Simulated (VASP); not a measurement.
# Sr (Pm-3m) in VASP: notebook

Runs on Sr. Level: LDA. Tasks: single point.

Program: VASP 6.6.1. These are calculated values, not measurements. Logs are shortened: lines on timing, memory, paths and dates and some standing lists are left out, and cuts for length are marked.

## (1) The cell of the first run

Symmetry: Pm-3m, No. 221, cubic system. The conventional cell has a = 2.685 Å, b = 2.685 Å, c = 2.685 Å, α = 90.00°, β = 90.00°, γ = 90.00°. Sr (site symmetry m-3m) has 6 Sr at 2.69 Å within 3.5 Å.

This isn't the form of Sr at room conditions, which is fcc.

## (2) Single point, LDA (19.37 Å³/atom)

The input, INCAR:

```
ALGO = Normal
EDIFF = 1E-6
ENCUT = 520
ISIF = 2
ISMEAR = -1
LASPH = True
LCHARG = False
LREAL = False
LWAVE = False
NBANDS = 11
NELM = 80
PREC = Accurate
SIGMA = 0.05
```

The input, KPOINTS:

```
k-points
0
Gamma
  10 10 10
```

The input, POSCAR:

```
Sr
1.0
    2.6853814450      0.0000000000      0.0000000000
    0.0000000000      2.6853814450      0.0000000000
    0.0000000000      0.0000000000      2.6853814450
Sr
1
Direct
    0.0000000000      0.0000000000      0.0000000000
```

Potentials or basis: VASP PAW LDA potentials, release 64 (Sr_sv).

Command:

```sh
cat potpaw_LDA.64/Sr_sv/POTCAR > POTCAR
mpirun -np 1 vasp_std > vasp.out
```

OUTCAR:

```text
EDIFF = 1E-6
   ENCUT = 520
   ISIF = 2
   ISMEAR = -1
   LASPH = True
   LREAL = False
   NELM = 80
   PREC = Accurate

 ion  position               nearest neighbor table
   1  0.000  0.000  0.000-

  LATTYP: Found a simple cubic cell.
 ALAT       =     2.6853814450

  Lattice vectors:

 A1 = (   2.6853814450,   0.0000000000,   0.0000000000)
 A2 = (   0.0000000000,   2.6853814450,   0.0000000000)
 A3 = (   0.0000000000,   0.0000000000,   2.6853814450)

Analysis of symmetry for initial positions (statically):
=====================================================================
 Subroutine PRICEL returns:
 Original cell was already a primitive cell.

 Routine SETGRP: Setting up the symmetry group for a
 simple cubic supercell.

 Subroutine GETGRP returns: Found 48 space group operations
 (whereof 48 operations were pure point group operations)
 out of a pool of 48 trial point group operations.

The static configuration has the point symmetry O_h .

Analysis of symmetry for dynamics (positions and initial velocities):
=====================================================================
 Subroutine PRICEL returns:
 Original cell was already a primitive cell.

 Routine SETGRP: Setting up the symmetry group for a
 simple cubic supercell.

 Subroutine GETGRP returns: Found 48 space group operations
 (whereof 48 operations were pure point group operations)
 out of a pool of 48 trial point group operations.

The dynamic configuration has the point symmetry O_h .

 Subroutine INISYM returns: Found 48 space group operations
 (whereof 48 operations are pure point group operations),
 and found     1 'primitive' translations

----------------------------------------------------------------------------------------

                                     Primitive cell

  volume of cell :      19.3650

  direct lattice vectors                    reciprocal lattice vectors
     2.685381445  0.000000000  0.000000000     0.372386575  0.000000000  0.000000000
     0.000000000  2.685381445  0.000000000     0.000000000  0.372386575  0.000000000
     0.000000000  0.000000000  2.685381445     0.000000000  0.000000000  0.372386575

  length of vectors
     2.685381445  2.685381445  2.685381445     0.372386575  0.372386575  0.372386575

  position of ions in fractional coordinates (direct lattice)
[... 74 lines left out ...]
   LASPH  =      T    aspherical Exc in radial PAW
   ENCUT  =  520.0 eV  38.22 Ry    6.18 a.u.   4.99  4.99  4.99*2*pi/ulx,y,z
   NELM   =     80;   NELMIN=  2; NELMDL= -5     # of ELM steps
   EDIFF  = 0.1E-05   stopping-criterion for ELM
   LREAL  =      F    real-space projection
[... 7 lines left out ...]
   TEBEG  =    0.0;   TEEND  =   0.0 temperature during run
   PSTRESS=    0.0 pullay stress
   NELECT =      10.0000    total number of electrons
   NUPDOWN=      -1.0000    fix difference up-down
   EMIN   =  10.00;   EMAX   =-10.00  energy-range for DOS
   EFERMI =   0.00;   METHOD = LEGACY
   ISMEAR =    -1;   SIGMA  =   0.05  broadening in eV -4-tet -1-fermi 0-gaus
   EFERMI_NEDOS =   21; number of points for ismear=-14 and -15
   IALGO  =     38    algorithm
   IMIX   =      4    mixing-type and parameters
     AMIX     =   0.40;   BMIX     =  1.00
     AMIX_MAG =   1.60;   BMIX_MAG =  1.00
  volume/ion in A,a.u.               =      19.37       130.68
  Fermi-wavevector in a.u.,A,eV,Ry     =   1.313416  2.481996 23.470875  1.725061
  Thomas-Fermi vector in A             =   2.443740
   LORBIT       =      0    0 simple, 1 ext, 2 COOP (PROOUT), +10 PAW based schemes
   GGA     = CA    functional components
   LHFCALC =     F    Hartree Fock is set to
   AEXX    =    0.0000 exact exchange contribution
   IVDW    =     0    specifies the selected vdW correction
   LEPSILON=     F    determine dielectric tensor
   LRPA    =     F    only Hartree local field effects (RPA)
 non-spin polarized calculation
  energy-cutoff  :      520.00
  volume of cell :       19.37
 maximum number of plane-waves:       552
 NGX is ok and might be reduce to    20
   NGX =  9   NGY =  9   NGZ =  9

 number of electron      10.0000000 magnetization

 number of electron       9.9999999 magnetization

 Free energy of the ion-electron system (eV)
  ---------------------------------------------------
  ext. energy  EPLUGINS =         0.00000000
  ---------------------------------------------------
  free energy    TOTEN  =         0.53696139 eV

  energy without entropy =        0.54486191  energy(sigma->0) =        0.54091165

 E-fermi :   6.5915     XC(G=0): -11.6439

 val. band max:        6.5575268679   @ k =   0.3000   0.2000   0.2000
 cond. band min:       6.6029309444   @ k =   0.2000   0.2000   0.2000
 fundamental gap:      0.0454040765
 Fermi energy:         6.5914777621

 k-point     1 :       0.0000    0.0000    0.0000
  band No.  band energies     occupation
      1     -30.2752      2.00000
      2      -9.7278      2.00000
      3      -9.7278      2.00000
      4      -9.7278      2.00000
      5       3.4978      2.00000
      6       5.7967      2.00000
      7       5.7967      2.00000
      8      18.2152      0.00000
      9      18.2152      0.00000
     10      18.2152      0.00000
     11      23.5846      0.00000
[... 309 lines left out ...]
 k-point    24 :       0.3000    0.1000    0.1000
  band No.  band energies     occupation
      1     -29.6226      2.00000
      2     -12.8007      2.00000
      3      -9.8976      2.00000
      4      -9.8500      2.00000
      5       6.2926      1.99494
      6       7.7066      0.00000
      7       9.7191      0.00000
      8      12.3208      0.00000
      9      13.8626      0.00000
     10      16.7313      0.00000
     11      20.7465      0.00000

 [... further k-points ...]

------------------------ aborting loop because EDIFF is reached ----------------------------------------

  FORCE on cell =-STRESS in cart. coord.  units (eV):
  Direction    XX          YY          ZZ          XY          YZ          ZX
  --------------------------------------------------------------------------------------
  -------------------------------------------------------------------------------------
  Total        5.7956336      5.7956336      5.7956336      0.0000000      0.0000000      0.0000000
  in kB      479.5054576    479.5054576    479.5054576      0.0000000      0.0000000      0.0000000
  external PRESSURE =     479.5054576 kB  Pullay stress =       0.0000000 kB

 VOLUME and BASIS-vectors are now :
 -----------------------------------------------------------------------------
  energy-cutoff  :      520.00
  volume of cell :       19.37
      direct lattice vectors                 reciprocal lattice vectors
     2.685381445  0.000000000  0.000000000     0.372386575  0.000000000  0.000000000
     0.000000000  2.685381445  0.000000000     0.000000000  0.372386575  0.000000000
     0.000000000  0.000000000  2.685381445     0.000000000  0.000000000  0.372386575

 POSITION                                       TOTAL-FORCE (eV/Angst)
 -----------------------------------------------------------------------------------
      0.00000      0.00000      0.00000         0.000000      0.000000      0.000000
 -----------------------------------------------------------------------------------
    total drift:                               -0.000000     -0.000000     -0.000000

  FREE ENERGIE OF THE ION-ELECTRON SYSTEM (eV)
  ---------------------------------------------------
  free  energy   TOTEN  =         0.5369613936 eV

  energy  without entropy=        0.5448619118  energy(sigma->0) =        0.54091165
```

It took 10 s on 1 thread of AMD EPYC 7R13, shared host; peak memory 0.09 GiB.

What came out:

- Free energy: 0.5370 eV
- Pressure: 48.0 GPa
- Band gap on the k mesh: zero (bands 5 and 6 overlap by 2.84 eV)

Levels at points of the mesh, in eV from the Fermi level:
```
           k point  band 1  band 2  band 3  band 4  band 5  band 6  band 7  band 8  band 9  band 10
(0.00, 0.00, 0.00)  -36.87  -16.32  -16.32  -16.32   -3.09   -0.79   -0.79   11.62   11.62    11.62
(0.50, 0.00, 0.00)  -36.05  -20.86  -15.80  -15.80    0.60    0.76    3.40    5.35    5.35    12.42
(0.50, 0.50, 0.00)  -35.27  -19.97  -19.97  -15.33   -3.94    2.57    6.80    6.80    9.34     9.34
(0.50, 0.50, 0.50)  -34.52  -19.21  -19.21  -19.21   -1.46   -1.46   -1.46    5.83   16.11    16.11
```

Caveat: the cell stands under pressure.

## (3) Single point, LDA (24.21 Å³/atom)

This run uses another cell than the first one, of 24.21 Å³/atom.

The input, INCAR:

```
SYSTEM = Sr
  PREC = Accurate
  ENCUT = 520
  EDIFF = 1E-6
  ISMEAR = -1
  SIGMA = 0.05
  LREAL = .FALSE.
  LASPH = .TRUE.
  NELM = 80
  ALGO = Normal
  ISIF = 2
  LWAVE = .FALSE.
  LCHARG = .TRUE.
  LELF = .TRUE.
  LVHAR = .TRUE.
  NBANDS = 11
```

The input, KPOINTS:

```
Automatic mesh
0
G
  10 10 10
  0 0 0
```

The input, POSCAR:

```
Sr
1.0
    2.8927394706      0.0000000000      0.0000000000
    0.0000000000      2.8927394706      0.0000000000
    0.0000000000      0.0000000000      2.8927394706
Sr
1
Direct
    0.0000000000      0.0000000000      0.0000000000
```

Potentials or basis: VASP PAW LDA potentials, release 64 (Sr_sv).

Command:

```sh
cat potpaw_LDA.64/Sr_sv/POTCAR > POTCAR
mpirun -np 1 vasp_std > vasp.out
```

Run time: 15 s. Hardware: 1 thread of AMD EPYC 7R13, shared host; peak memory 0.11 GiB.

Results (log left out):

```
Free energy            : -0.4933 eV
Pressure               : 24.1 GPa
Band gap on the k mesh : zero (bands 5 and 6 overlap by 1.36 eV)
```

Levels at points of the mesh, in eV from the Fermi level:
| k point | band 1 | band 2 | band 3 | band 4 | band 5 | band 6 | band 7 | band 8 | band 9 | band 10 |
| --- | --- | --- | --- | --- | --- | --- | --- | --- | --- | --- |
| (0.00, 0.00, 0.00) | -36.17 | -16.76 | -16.76 | -16.76 | -3.50 | -0.15 | -0.15 | 9.83 | 9.83 | 9.83 |
| (0.50, 0.00, 0.00) | -35.74 | -19.62 | -16.46 | -16.46 | -0.08 | 1.10 | 2.31 | 4.94 | 4.94 | 10.43 |
| (0.50, 0.50, 0.00) | -35.33 | -19.10 | -19.10 | -16.19 | -2.67 | 2.07 | 6.07 | 6.07 | 7.37 | 7.37 |
| (0.50, 0.50, 0.50) | -34.94 | -18.64 | -18.64 | -18.64 | -0.63 | -0.63 | -0.63 | 5.86 | 13.26 | 13.26 |

Caveat: the cell stands under pressure.
